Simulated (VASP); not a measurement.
Input of a VASP 6.6.1 run:

INCAR

```
SYSTEM = Li
PREC = Accurate
ENCUT = 520
EDIFF = 1E-6
ISMEAR = -1
SIGMA = 0.1
LREAL = .FALSE.
LASPH = .TRUE.
NELM = 100
ALGO = Normal
ISIF = 2
LWAVE = .FALSE.
LCHARG = .TRUE.
GGA = RP
LELF = .TRUE.
LVHAR = .TRUE.
NBANDS = 12
```

Contents of KPOINTS:

```
regular mesh
0
G
  8 8 12
  0 0 0
```

POSCAR

```
Li
1.0
    4.8576763701      0.0000000000      0.0000000000
   -2.4288381850      4.2068711399      0.0000000000
    0.0000000000      0.0000000000      2.8497448109
Li
3
Direct
    0.0000000000      0.0000000000      0.0000000000
    0.3333333333      0.6666666667      0.5000000000
    0.6666666667      0.3333333333      0.5000000000
```

Potentials or basis: VASP PAW PBE potentials, release 64 (Li_sv).

Launch:

```console
$ cat potpaw_PBE.64/Li_sv/POTCAR > POTCAR
$ mpirun -np 1 vasp_std > vasp.out
```

(1) Predict the band gap on the k mesh.

Answers

(1) zero (an odd number of electrons rules out a gap without spin polarisation).
